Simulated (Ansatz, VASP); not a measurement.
## One calculation of PbO2, two programs

File INCAR:

```
SYSTEM = PbO2
PREC     = Accurate       ! precision mode
ENCUT    = 600            ! plane-wave cutoff, eV
EDIFF    = 1E-6           ! SCF threshold, eV
ISMEAR   = 0              ! smearing method
SIGMA    = 0.1            ! smearing width, eV
LREAL    = .FALSE.        ! projectors in reciprocal space
LASPH    = .TRUE.         ! aspherical terms in the spheres
NELM     = 120            ! most SCF steps
ALGO     = Normal         ! electronic algorithm
ISIF     = 2              ! what is computed and relaxed
LWAVE    = .FALSE.        ! write WAVECAR
LCHARG   = .TRUE.         ! write CHGCAR
GGA      = PE             ! functional
LELF     = .TRUE.         ! ELF
LVHAR    = .TRUE.       
NBANDS   = 35             ! bands
GGA_COMPAT= .FALSE.
```

File KPOINTS:

```
Automatic mesh
0
G
  4 4 4
  0 0 0
```

Contents of POSCAR:

```
PbO2
1.0
    3.9301916771      0.0000000000      0.0000000000
    0.0000000000      3.9301916771      0.0000000000
    0.0000000000      0.0000000000      5.6579634360
Pb O
2 4
Direct
    0.0000000000      0.0000000000      0.0000000000
    0.5000000000      0.5000000000      0.5000000000
    0.0000000000      0.5000000000      0.2030000000
    0.0000000000      0.5000000000      0.7030000000
    0.5000000000      0.0000000000      0.2970000000
    0.5000000000      0.0000000000      0.7970000000
```

Input for Ansatz:

```yaml
crystal:
  lattice:
    - [3.9301916771, 0.0, 0.0]
    - [0.0, 3.9301916771, 0.0]
    - [0.0, 0.0, 5.657963436]
  atoms:
    - { symbol: Pb, position: [0.0, 0.0, 0.0] }
    - { symbol: Pb, position: [0.5, 0.5, 0.5] }
    - { symbol: O, position: [0.0, 0.5, 0.203] }
    - { symbol: O, position: [0.0, 0.5, 0.703] }
    - { symbol: O, position: [0.5, 0.0, 0.297] }
    - { symbol: O, position: [0.5, 0.0, 0.797] }
basis:
  ecutwfc: 420
kpoints:
  mp_grid: { grid: [4, 4, 4] }
hamiltonian:
  xc: pbe
scf:
  occupations: { method: gaussian, width: 0.1 }
  lower_state_search: "off"
output:
  forces: true
  stress: true
  eigenvalues: true
```

Alike in both runs: task single point; functional PBE; k mesh 4 × 4 × 4; occupations gaussian, width 0.1 eV; no spin polarisation.

```csv
,VASP,Ansatz
version,VASP 6.6.1,Ansatz 0.2.0
potentials or method,"VASP PAW PBE potentials, release 64 (Pb_d, O), cutoff 600 eV","scalar-relativistic, plane waves, PAW"
valence electrons in the cell,52,52
```

VASP gave:

```
gap on the k mesh at the Fermi level (eV)                     : none
pressure (GPa)                                                : -8.7
traceless stress, the component that is largest in VASP (GPa) : 3.45
rms of the force components (eV/Å)                            : 0.155
```

**Question.** Which values does Ansatz return?

**Answer.** gap on the k mesh at the Fermi level (eV): none; pressure (GPa): -8.7; traceless stress, the component that is largest in VASP (GPa): 3.49; rms of the force components (eV/Å): 0.164.

Atom by atom the forces differ by 0.009 eV/Å (rms over components). A gap of «none» marks a metal or a gap that the smearing closes.

The k mesh is coarse, so the values compare programs but aren't converged. Neither program's run includes spin-orbit coupling.
